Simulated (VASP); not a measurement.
**Ni: single point with r2SCAN**

Ni:

```
CELL_PARAMETERS angstrom
0.00000 3.53173 3.53173
1.76587 0.00000 1.76587
1.76587 1.76587 0.00000
ATOMIC_POSITIONS crystal
Ni 0.00000 0.00000 0.00000
Ni 0.50000 0.00000 0.00000
```

- Program: VASP 6.6.1
- Task: single point
- Functional: r2SCAN
- Potentials or basis: VASP PAW PBE potentials, release 64 (Ni)
- Cutoff: 520 eV
- k mesh: 7 × 14 × 14
- Occupations: fermi-dirac, width 0.05 eV
- Spin: collinear spin, ferromagnetic start
- Starting moments: [0.92, 0.92] μB
- Dipole correction: no
- Further INCAR settings: ALGO = Normal; EDIFF = 1e-06; NBANDS = 21

The pressure is -8.5 GPa and the net moment is 1.50 μB per cell. The site moments are Ni +0.78 μB and the valence electrons inside the program's atomic spheres are Ni 9.32.

Levels at points of the mesh, in eV from the Fermi level:
Spin up:
```tsv
k point	band 7	band 8	band 9	band 10	band 11	band 12	band 13	band 14	band 15	band 16
(0.00, 0.00, 0.00)	-2.87	-1.67	-1.67	-1.10	-1.10	-0.39	5.52	22.87	24.42	25.39
(0.00, 0.50, 0.00)	-1.10	-1.04	-1.04	-0.98	-0.39	2.46	5.52	9.22	15.27	15.27
```
Spin down:
```tsv
k point	band 7	band 8	band 9	band 10	band 11	band 12
(0.00, 0.00, 0.00)	-1.57	-0.90	-0.90	-0.62	0.18	0.18
(0.00, 0.50, 0.00)	-0.17	0.18	0.18	0.55	0.55	2.20
```

Wall time 5.2 min on 1 thread of AMD EPYC 9R45 96-Core Processor (Zen 5) (shared host), peak memory 0.2 GiB.

Caveat: the cell stands under tension; the PAW data sets were made with another functional, which shifts forces and pressure a little.
